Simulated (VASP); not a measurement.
CsH, 2 atoms in the cell. The typed cell holds 2 atoms: a = 4.551 Å, b = 4.551 Å, c = 4.551 Å, α = 60.06°, β = 60.06°, γ = 60.06°. 

| Quantity | Value |
| --- | --- |
| Program | VASP 6.6.1 |
| Task | single point |
| Functional | HSE06 |
| Potentials or basis | VASP PAW PBE potentials, release 64 (Cs_sv, H) |
| Cutoff | 520 eV |
| k mesh | 6 × 6 × 6 |
| Occupations | gaussian, width 0.02 eV |
| Spin | no spin polarisation |
| Dipole correction | no |
| Grid for exact exchange (PRECFOCK) | Normal |
| Further INCAR settings | ALGO = Normal; EDIFF = 1e-07; NBANDS = 12 |
| Share of exact exchange | 0.25 |
| Screening parameter | 0.2079 1/Å |

Potentials or basis: VASP PAW PBE potentials, release 64 (Cs_sv, H).

The run is started by

```console
$ cat potpaw_PBE.64/Cs_sv/POTCAR potpaw_PBE.64/H/POTCAR > POTCAR
$ cp INCAR.step1 INCAR
$ mpirun -np 1 vasp_std > vasp.out
$ cp INCAR.step2 INCAR
$ mpirun -np 1 vasp_std > vasp.out
```

Hardware: 1 thread of AMD EPYC 7R13 Processor (Zen 3), on a shared host.

**Question.** Estimate the wall time of this run.

**Answer.** It took 74 min on 1 thread of AMD EPYC 7R13 Processor (Zen 3) (shared host), peak memory 0.31 GiB. Counts: k points 32.
